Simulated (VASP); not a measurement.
# OsI3 (Pm-3m) in VASP: further runs

Runs on OsI3. Level: PBE+U. Tasks: single point.

Program: VASP 6.6.1. These are calculated values, not measurements. Logs are shortened: lines on timing, memory, paths and dates and some standing lists are left out, and cuts for length are marked.

## (1) The cell of the first run

It takes space group Pm-3m (No. 221, cubic). Conventional cell: a = 5.537 Å, b = 5.537 Å, c = 5.537 Å, α = 90.00°, β = 90.00°, γ = 90.00°. Within 3.6 Å of Os (site symmetry m-3m) lie 6 I at 2.77 Å. Within 3.6 Å of I (site symmetry 4/mmm) lie 2 Os at 2.77 Å.

## (2) Single point, PBE+U, collinear spin (42.44 Å³/atom)

INCAR

```
PREC     = Accurate       # precision mode
ENCUT    = 520            # plane-wave cutoff, eV
EDIFF    = 1E-6           # SCF threshold, eV
ISMEAR   = 0              # smearing method
SIGMA    = 0.05           # smearing width, eV
LREAL    = F              # projectors in reciprocal space
LASPH    = T              # aspherical terms in the spheres
NELM     = 150            # most SCF steps
ALGO     = Normal         # electronic algorithm
ISIF     = 2              # what is computed and relaxed
LWAVE    = F              # write WAVECAR
LCHARG   = F              # write CHGCAR
ISPIN    = 2              # spin polarisation
MAGMOM   = 1.94 0.13 0.13 0.13 # initial moments
LORBIT   = 11             # projections on sites
LMAXMIX  = 4              # l up to which the mixer works
LDAU     = T              # DFT+U
LDAUTYPE = 2            
LDAUL    = 2 -1           # shell
LDAUU    = 2 0            # U, eV
LDAUJ    = 0 0          
LDAUPRINT= 1            
GGA      = PE             # functional
NBANDS   = 26             # bands
```

KPOINTS

```
Automatic mesh
0
Gamma
  6 6 6
```

POSCAR

```
OsI3
1.0
    5.5370319512      0.0000000000      0.0000000000
    0.0000000000      5.5370319512      0.0000000000
    0.0000000000      0.0000000000      5.5370319512
Os I
1 3
Direct
    0.0000000000      0.0000000000      0.0000000000
    0.5000000000      0.0000000000      0.0000000000
    0.0000000000      0.0000000000      0.5000000000
    0.0000000000      0.5000000000      0.0000000000
```

Potentials or basis: VASP PAW PBE potentials, release 64 (Os, I).

Launch:

```
$ cat potpaw_PBE.64/Os/POTCAR potpaw_PBE.64/I/POTCAR > POTCAR
$ mpirun -np 1 vasp_std > vasp.out
```

OUTCAR:

```text
PREC = Accurate
   ENCUT = 520
   EDIFF = 1E-6
   ISMEAR = 0
   LREAL = F
   LASPH = T
   NELM = 150
   ISIF = 2
   ISPIN = 2
   LORBIT = 11
   GGA = PE

 ion  position               nearest neighbor table
   1  0.000  0.000  0.000-   2 2.77   3 2.77   4 2.77   3 2.77   4 2.77   2 2.77
   2  0.500  0.000  0.000-   1 2.77   1 2.77
   3  0.000  0.000  0.500-   1 2.77   1 2.77
   4  0.000  0.500  0.000-   1 2.77   1 2.77

  LATTYP: Found a simple cubic cell.
 ALAT       =     5.5370319512

  Lattice vectors:

 A1 = (   5.5370319512,   0.0000000000,   0.0000000000)
 A2 = (   0.0000000000,   5.5370319512,   0.0000000000)
 A3 = (   0.0000000000,   0.0000000000,   5.5370319512)

Analysis of symmetry for initial positions (statically):
=====================================================================
 Subroutine PRICEL returns:
 Original cell was already a primitive cell.

 Routine SETGRP: Setting up the symmetry group for a
 simple cubic supercell.

 Subroutine GETGRP returns: Found 48 space group operations
 (whereof 48 operations were pure point group operations)
 out of a pool of 48 trial point group operations.

The static configuration has the point symmetry O_h .

Analysis of symmetry for dynamics (positions and initial velocities):
=====================================================================
 Subroutine PRICEL returns:
 Original cell was already a primitive cell.

 Routine SETGRP: Setting up the symmetry group for a
 simple cubic supercell.

 Subroutine GETGRP returns: Found 48 space group operations
 (whereof 48 operations were pure point group operations)
 out of a pool of 48 trial point group operations.

The dynamic configuration has the point symmetry O_h .

Analysis of structural, dynamic, and magnetic symmetry:
=====================================================================
 Subroutine PRICEL returns:
 Original cell was already a primitive cell.

 Routine SETGRP: Setting up the symmetry group for a
 simple cubic supercell.

 Subroutine GETGRP returns: Found 48 space group operations
 (whereof 48 operations were pure point group operations)
 out of a pool of 48 trial point group operations.

The overall configuration has the point symmetry O_h .

 Subroutine INISYM returns: Found 48 space group operations
 (whereof 48 operations are pure point group operations),
 and found     1 'primitive' translations

----------------------------------------------------------------------------------------

                                     Primitive cell

  volume of cell :     169.7583

  direct lattice vectors                    reciprocal lattice vectors
     5.537031951  0.000000000  0.000000000     0.180602173  0.000000000  0.000000000
     0.000000000  5.537031951  0.000000000     0.000000000  0.180602173  0.000000000
     0.000000000  0.000000000  5.537031951     0.000000000  0.000000000  0.180602173

  length of vectors
     5.537031951  5.537031951  5.537031951     0.180602173  0.180602173  0.180602173

  position of ions in fractional coordinates (direct lattice)
     0.000000000  0.000000000  0.000000000
     0.500000000  0.000000000  0.000000000
     0.000000000  0.000000000  0.500000000
     0.000000000  0.500000000  0.000000000

  ion indices of the primitive-cell ions
   primitive index   ion index
                 1           1
                 2           2
                 3           3
                 4           4

----------------------------------------------------------------------------------------

 KPOINTS: Automatic mesh

Automatic generation of k-mesh.
 Grid dimensions read from file:
 generate k-points for:    6    6    6

 Generating k-lattice:

  Cartesian coordinates                     Fractional coordinates (reciprocal lattice)
     0.030100362  0.000000000  0.000000000     0.166666667  0.000000000  0.000000000
     0.000000000  0.030100362  0.000000000     0.000000000  0.166666667  0.000000000
[... 45 lines left out ...]
   ISTART =      0    job   : 0-new  1-cont  2-samecut
   ICHARG =      2    charge: 1-file 2-atom 10-const
   ISPIN  =      2    spin polarized calculation?
   LNONCOLLINEAR =      F non collinear calculations
   LSORBIT =      F    spin-orbit coupling
   LASPH  =      T    aspherical Exc in radial PAW
   ENCUT  =  520.0 eV  38.22 Ry    6.18 a.u.  10.30 10.30 10.30*2*pi/ulx,y,z
   NELM   =    150;   NELMIN=  2; NELMDL= -5     # of ELM steps
   EDIFF  = 0.1E-05   stopping-criterion for ELM
   LREAL  =      F    real-space projection
   EDIFFG = 0.1E-04   stopping-criterion for IOM
   NSW    =      0    number of steps for IOM
   IBRION =     -1    ionic relax: 0-MD 1-quasi-New 2-CG
   NFREE  =      0    steps in history (QN), initial steepest desc. (CG)
   ISIF   =      2    stress and relaxation
   ISYM   =      2    0-nonsym 1-usesym 2-fastsym
   POTIM  = 0.5000    time-step for ionic-motion
   TEBEG  =    0.0;   TEEND  =   0.0 temperature during run
   PSTRESS=    0.0 pullay stress
   NELECT =      29.0000    total number of electrons
   NUPDOWN=      -1.0000    fix difference up-down
   EMIN   =  10.00;   EMAX   =-10.00  energy-range for DOS
   EFERMI =   0.00;   METHOD = LEGACY
   ISMEAR =     0;   SIGMA  =   0.05  broadening in eV -4-tet -1-fermi 0-gaus
   EFERMI_NEDOS =   21; number of points for ismear=-14 and -15
   IALGO  =     38    algorithm
   IMIX   =      4    mixing-type and parameters
     AMIX     =   0.40;   BMIX     =  1.00
     AMIX_MAG =   1.60;   BMIX_MAG =  1.00
  volume/ion in A,a.u.               =      42.44       286.40
  Fermi-wavevector in a.u.,A,eV,Ry     =   0.908372  1.716574 11.226710  0.825140
  Thomas-Fermi vector in A             =   2.032291
   LORBIT       =     11    0 simple, 1 ext, 2 COOP (PROOUT), +10 PAW based schemes
 LDA+U is selected, type is set to LDAUTYPE =  2
   angular momentum for each species LDAUL =     2   -1
   U (eV)           for each species LDAUU =   2.0  0.0
   J (eV)           for each species LDAUJ =   0.0  0.0
   GGA     = PE    functional components
   LHFCALC =     F    Hartree Fock is set to
   AEXX    =    0.0000 exact exchange contribution
   IVDW    =     0    specifies the selected vdW correction
   LEPSILON=     F    determine dielectric tensor
   LRPA    =     F    only Hartree local field effects (RPA)
 spin polarized calculation
 Gauss-broadening in eV      SIGMA  =   0.05
  energy-cutoff  :      520.00
  volume of cell :      169.76
 maximum number of plane-waves:      4632
 NGX is ok and might be reduce to    42
   NGX = 21   NGY = 21   NGZ = 21

atom =   1  type =  1  l = 2

 onsite density matrix

spin component  1

  0.9362  0.0000 -0.0000  0.0000  0.0000
  0.0000  0.9362 -0.0000 -0.0000 -0.0000
 -0.0000 -0.0000  0.7463  0.0000  0.0000
  0.0000 -0.0000  0.0000  0.9362  0.0000
  0.0000 -0.0000  0.0000  0.0000  0.7463

spin component  2

  0.2941 -0.0000  0.0000 -0.0000 -0.0000
 -0.0000  0.2941  0.0000  0.0000  0.0000
  0.0000  0.0000  0.4657 -0.0000 -0.0000
 -0.0000  0.0000 -0.0000  0.2941 -0.0000
 -0.0000  0.0000 -0.0000 -0.0000  0.4657

 occupancies and eigenvectors

  o =  0.2941  v =  0.0000  0.0000  0.0000  0.0000  0.0000  0.0000  0.0242 -0.0000  0.9997  0.0000      0.0000  0.0000  0.0000  0.0000  0.0000  0.0000  0.0000  0.0000  0.0000  0.0000
  o =  0.2941  v =  0.0000  0.0000  0.0000  0.0000  0.0000  1.0000  0.0000  0.0000  0.0000  0.0000      0.0000  0.0000  0.0000  0.0000  0.0000  0.0000  0.0000  0.0000  0.0000  0.0000
  o =  0.2941  v =  0.0000  0.0000  0.0000  0.0000  0.0000  0.0000 -0.9997  0.0000  0.0242  0.0000      0.0000  0.0000  0.0000  0.0000  0.0000  0.0000  0.0000  0.0000  0.0000  0.0000
  o =  0.4657  v =  0.0000  0.0000  0.0000  0.0000  0.0000  0.0000  0.0000  0.9999  0.0000 -0.0102      0.0000  0.0000  0.0000  0.0000  0.0000  0.0000  0.0000  0.0000  0.0000  0.0000
  o =  0.4657  v =  0.0000  0.0000  0.0000  0.0000  0.0000  0.0000 -0.0000  0.0102 -0.0000  0.9999      0.0000  0.0000  0.0000  0.0000  0.0000  0.0000  0.0000  0.0000  0.0000  0.0000
  o =  0.7463  v =  0.0000  0.0000 -0.0154 -0.0000  0.9999  0.0000  0.0000  0.0000  0.0000  0.0000      0.0000  0.0000  0.0000  0.0000  0.0000  0.0000  0.0000  0.0000  0.0000  0.0000
  o =  0.7463  v =  0.0000 -0.0000  0.9999 -0.0000  0.0154  0.0000  0.0000  0.0000  0.0000  0.0000      0.0000  0.0000  0.0000  0.0000  0.0000  0.0000  0.0000  0.0000  0.0000  0.0000
  o =  0.9362  v =  0.0000  0.0397 -0.0000 -0.9992 -0.0000  0.0000  0.0000  0.0000  0.0000  0.0000      0.0000  0.0000  0.0000  0.0000  0.0000  0.0000  0.0000  0.0000  0.0000  0.0000
  o =  0.9362  v =  1.0000  0.0000  0.0000  0.0000  0.0000  0.0000  0.0000  0.0000  0.0000  0.0000      0.0000  0.0000  0.0000  0.0000  0.0000  0.0000  0.0000  0.0000  0.0000  0.0000
  o =  0.9362  v =  0.0000 -0.9992 -0.0000 -0.0397 -0.0000  0.0000  0.0000  0.0000  0.0000  0.0000      0.0000  0.0000  0.0000  0.0000  0.0000  0.0000  0.0000  0.0000  0.0000  0.0000

 number of electron      28.9999999 magnetization       3.0839198

 Free energy of the ion-electron system (eV)
  ---------------------------------------------------
  ext. energy  EPLUGINS =         0.00000000
  ---------------------------------------------------
  free energy    TOTEN  =       -11.33943032 eV

  energy without entropy =      -11.33559403  energy(sigma->0) =      -11.33751217

 E-fermi :   2.0002     XC(G=0):  -7.6140

 val. band max:        2.0001716598   @ k =   0.3333   0.1667   0.1667
 cond. band min:       2.0062876145   @ k =   0.5000   0.1667   0.1667
 fundamental gap:      0.0061159547
 Fermi energy:         2.0001984306

 spin component 1

 k-point     1 :       0.0000    0.0000    0.0000
  band No.  band energies     occupation
      1     -11.3049      1.00000
      2     -10.2936      1.00000
      3     -10.2936      1.00000
      4      -2.0392      1.00000
      5      -2.0392      1.00000
      6      -2.0392      1.00000
[... 569 lines left out ...]
     25      10.1977      0.00000
     26      10.7381      0.00000
 Fermi energy:         2.0001984306

 spin component 2

 k-point     1 :       0.0000    0.0000    0.0000
  band No.  band energies     occupation
      1     -11.1444      1.00000
      2     -10.1066      1.00000
      3     -10.1066      1.00000
      4      -1.9250      1.00000
      5      -1.9250      1.00000
      6      -1.9250      1.00000
[... 569 lines left out ...]
     25      10.7407      0.00000
     26      10.9422      0.00000

------------------------ aborting loop because EDIFF is reached ----------------------------------------

  FORCE on cell =-STRESS in cart. coord.  units (eV):
  Direction    XX          YY          ZZ          XY          YZ          ZX
  --------------------------------------------------------------------------------------
  -------------------------------------------------------------------------------------
  Total        0.7587294      0.7587294      0.7587294      0.0000000      0.0000000     -0.0000000
  in kB        7.1608802      7.1608802      7.1608802      0.0000000      0.0000000     -0.0000000
  external PRESSURE =       7.1608802 kB  Pullay stress =       0.0000000 kB

 VOLUME and BASIS-vectors are now :
 -----------------------------------------------------------------------------
  energy-cutoff  :      520.00
  volume of cell :      169.76
      direct lattice vectors                 reciprocal lattice vectors
     5.537031951  0.000000000  0.000000000     0.180602173  0.000000000  0.000000000
     0.000000000  5.537031951  0.000000000     0.000000000  0.180602173  0.000000000
     0.000000000  0.000000000  5.537031951     0.000000000  0.000000000  0.180602173

 POSITION                                       TOTAL-FORCE (eV/Angst)
 -----------------------------------------------------------------------------------
      0.00000      0.00000      0.00000         0.000000      0.000000      0.000000
      2.76852      0.00000      0.00000         0.000000      0.000000      0.000000
      0.00000      0.00000      2.76852         0.000000      0.000000      0.000000
      0.00000      2.76852      0.00000         0.000000      0.000000      0.000000
 -----------------------------------------------------------------------------------
    total drift:                               -0.000000     -0.000000     -0.000000

  FREE ENERGIE OF THE ION-ELECTRON SYSTEM (eV)
  ---------------------------------------------------
  free  energy   TOTEN  =       -11.3394303205 eV

  energy  without entropy=      -11.3355940291  energy(sigma->0) =      -11.33751217

 total charge

# of ion       s       p       d       tot
------------------------------------------
    1        0.490   0.363   6.056   6.909
    2        1.518   2.720   0.039   4.277
    3        1.518   2.720   0.039   4.277
    4        1.518   2.720   0.039   4.277
--------------------------------------------------
tot          5.043   8.524   6.173  19.741

 magnetization (x)

# of ion       s       p       d       tot
------------------------------------------
    1        0.057   0.031   2.468   2.556
    2        0.012   0.119   0.004   0.135
    3        0.012   0.119   0.004   0.135
    4        0.012   0.119   0.004   0.135
--------------------------------------------------
tot          0.092   0.388   2.479   2.960
```

Run time: 71 s. Hardware: 1 thread of Intel Xeon 6975P-C (Granite Rapids), shared host; peak memory 0.38 GiB.

What came out:

| Item | Value |
| --- | --- |
| Free energy | -11.3394 eV |
| Pressure | 0.7 GPa |
| Net moment | 3.08 μB per cell |
| Site moments | Os +2.56; I +0.14 μB |
| Valence electrons inside the program's atomic spheres | Os 6.91; I 4.28 |

Eigenvalues of the final occupation matrices:
```
    site  spin  trace               eigenvalues
site 1 d     1   4.30  0.75 0.75 0.94 0.94 0.94
site 1 d     2   1.81  0.29 0.29 0.29 0.47 0.47
```

Caveat: spin-orbit coupling is left out, which moves the levels of the heavy elements.

## (3) Single point, PBE+U, collinear spin

INCAR

```
ALGO     = Normal         # electronic algorithm
EDIFF    = 1E-6           # SCF threshold, eV
ENCUT    = 520            # plane-wave cutoff, eV
GGA      = PE             # functional
ISIF     = 2              # what is computed and relaxed
ISMEAR   = 0              # smearing method
ISPIN    = 2              # spin polarisation
LASPH    = True           # aspherical terms in the spheres
LCHARG   = False          # write CHGCAR
LDAU     = True           # DFT+U
LDAUJ    = 0 0          
LDAUL    = 2 -1           # shell
LDAUPRINT= 1            
LDAUTYPE = 2            
LDAUU    = 2 0            # U, eV
LMAXMIX  = 4              # l up to which the mixer works
LORBIT   = 11             # projections on sites
LREAL    = False          # projectors in reciprocal space
LWAVE    = False          # write WAVECAR
MAGMOM   = 0.5 0 0 0      # initial moments
NBANDS   = 26             # bands
NELM     = 150            # most SCF steps
PREC     = Accurate       # precision mode
SIGMA    = 0.05           # smearing width, eV
```

KPOINTS

```
k-points
0
Gamma
  6 6 6
```

POSCAR is that of step 2.

Potentials or basis: VASP PAW PBE potentials, release 64 (Os, I).

Launch:

```
$ cat potpaw_PBE.64/Os/POTCAR potpaw_PBE.64/I/POTCAR > POTCAR
$ mpirun -np 1 vasp_std > vasp.out
```

Run time: 1.8 min. Hardware: 1 thread of Intel Xeon 6975P-C (Granite Rapids), shared host; peak memory 0.39 GiB.

The run converged. Its results:

```
Free energy                                           : -11.3394 eV
Pressure                                              : 0.7 GPa
Net moment                                            : 3.08 μB per cell
Site moments                                          : Os +2.56; I +0.14 μB
Valence electrons inside the program's atomic spheres : Os 6.91; I 4.28
```

Levels at points of the mesh, in eV from the Fermi level:
Spin up:
```csv
k point,band 12,band 13,band 14,band 15,band 16,band 17,band 18,band 19,band 20,band 21
"(0.00, 0.00, 0.00)",-1.47,-1.47,-1.47,-1.04,-1.04,-1.04,0.02,4.33,6.11,6.11
"(0.50, 0.00, 0.00)",-1.69,-1.20,-1.20,-1.10,-0.84,-0.84,4.77,5.70,5.73,7.68
"(0.50, 0.50, 0.00)",-1.68,-1.27,-0.82,-0.82,-0.43,3.04,5.63,5.63,6.29,6.32
"(0.50, 0.50, 0.50)",-1.24,-0.42,-0.42,-0.42,3.06,3.06,4.39,4.77,4.77,4.77
```
Spin down:
```
           k point  band 10  band 11  band 12  band 13  band 14  band 15  band 16  band 17
(0.00, 0.00, 0.00)    -0.89    -0.89    -0.89    -0.71    -0.71    -0.71    -0.37    -0.37
(0.50, 0.00, 0.00)    -1.49    -1.03    -1.03    -0.70    -0.37     0.18     0.81     0.81
(0.50, 0.50, 0.00)    -1.84    -1.84    -0.21    -0.16     0.81     0.81     0.89     4.05
(0.50, 0.50, 0.50)    -0.19    -0.19    -0.19     0.91     0.91     0.91     4.08     4.08
```

Eigenvalues of the final occupation matrices:
| site | spin | trace | eigenvalues |
| --- | --- | --- | --- |
| site 1 d | 1 | 4.30 | 0.75 0.75 0.94 0.94 0.94 |
| site 1 d | 2 | 1.81 | 0.29 0.29 0.29 0.47 0.47 |

Caveat: spin-orbit coupling is left out, which moves the levels of the heavy elements.

(Part 1 of 2 ends here.)
